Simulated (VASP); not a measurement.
# Pt: single point with PBEsol

Crystal: Pt.

```xyz
2
Lattice="2.6183 0.0000 0.0000 -1.3092 2.2675 0.0000 0.0000 0.0000 4.4903" Properties=species:S:1:pos:R:3 pbc="T T T"
Pt    0.0000    1.5117    1.1226
Pt    1.3092    0.7558    3.3678
```

This isn't the form of Pt at room conditions, which is fcc.

- Program: VASP 6.6.1
- Task: single point
- Functional: PBEsol
- Potentials or basis: VASP PAW PBE potentials, release 64 (Pt)
- Cutoff: 520 eV
- k mesh: 15 × 15 × 8
- Occupations: fermi-dirac, width 0.1 eV
- Spin: no spin polarisation

```
Pressure               : 50.3 GPa
Band gap on the k mesh : zero (bands 10 and 11 overlap by 1.64 eV)
```

Stress tensor (GPa, compression positive):
```
51.72  0.00  0.00
 0.00 51.72  0.00
 0.00  0.00 47.49
```

Levels at points of the mesh, in eV from the Fermi level:
```
           k point  band 6  band 7  band 8  band 9  band 10  band 11  band 12  band 13  band 14  band 15
(0.00, 0.00, 0.00)   -3.99   -3.99   -2.50   -2.50    -1.50    -0.31    -0.31     6.03    14.58    15.63
(0.00, 0.00, 0.50)   -4.51   -4.51   -4.51   -1.06    -1.06    -1.06    -1.06    13.12    13.12    15.55
```

It took 60 s on 1 thread of Intel Xeon 8259CL, with other jobs on the host, peak memory 0.18 GiB.

Caveat: the cell stands under pressure; the PAW data sets were made with another functional, which shifts forces and pressure a little; spin-orbit coupling is left out, which moves the levels of the heavy elements.
